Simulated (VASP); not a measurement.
Set up this calculation in VASP 6.6.1, as the native input.

```
Task                   : single point
Functional             : LDA
Potentials or basis    : VASP PAW LDA potentials, release 64 (Cd, Re)
Cutoff                 : 600 eV
k mesh                 : 5 × 5 × 5
Occupations            : fermi-dirac, width 0.05 eV
Spin                   : no spin polarisation
Dipole correction      : no
Further INCAR settings : ALGO = Normal; EDIFF = 1e-06; NBANDS = 24
```

The structure of CdRe3 lies in POSCAR:

```
CdRe3
1.0
    3.9130880373      0.0000000000      0.0000000000
    0.0000000000      3.9130880373      0.0000000000
    0.0000000000      0.0000000000      3.9130880373
Cd Re
1 3
Direct
    0.0000000000      0.0000000000      0.0000000000
    0.0000000000      0.5000000000      0.5000000000
    0.5000000000      0.0000000000      0.5000000000
    0.5000000000      0.5000000000      0.0000000000
```

These files were run (other wordings do the same):

INCAR

```
SYSTEM = CdRe3
ALGO     = Normal         ! electronic algorithm
EDIFF    = 1E-6           ! SCF threshold, eV
ENCUT    = 600            ! plane-wave cutoff, eV
GGA_COMPAT= .FALSE.      
ISIF     = 2              ! what is computed and relaxed
ISMEAR   = -1             ! smearing method
LASPH    = .TRUE.         ! aspherical terms in the spheres
LCHARG   = .TRUE.         ! write CHGCAR
LELF     = .TRUE.         ! ELF
LREAL    = .FALSE.        ! projectors in reciprocal space
LVHAR    = .TRUE.       
LWAVE    = .FALSE.        ! write WAVECAR
NBANDS   = 24             ! bands
NELM     = 120            ! most SCF steps
PREC     = Accurate       ! precision mode
SIGMA    = 0.05           ! smearing width, eV
```

KPOINTS

```
k-points
0
G
  5 5 5
  0 0 0
```

Potentials or basis: VASP PAW LDA potentials, release 64 (Cd, Re).

Launch:

```bash
$ cat potpaw_LDA.64/Cd/POTCAR potpaw_LDA.64/Re/POTCAR > POTCAR
$ mpirun -np 1 vasp_std > vasp.out
```

Results of the run:

```json
{
  "Pressure": "2.1 GPa",
  "Band gap on the k mesh": "zero (an odd number of electrons rules out a gap without spin polarisation)"
}
```

Caveat: spin-orbit coupling is left out, which moves the levels of the heavy elements.

It took 25 s on 1 thread of Intel Xeon 8259CL (shared host), peak memory 0.16 GiB.
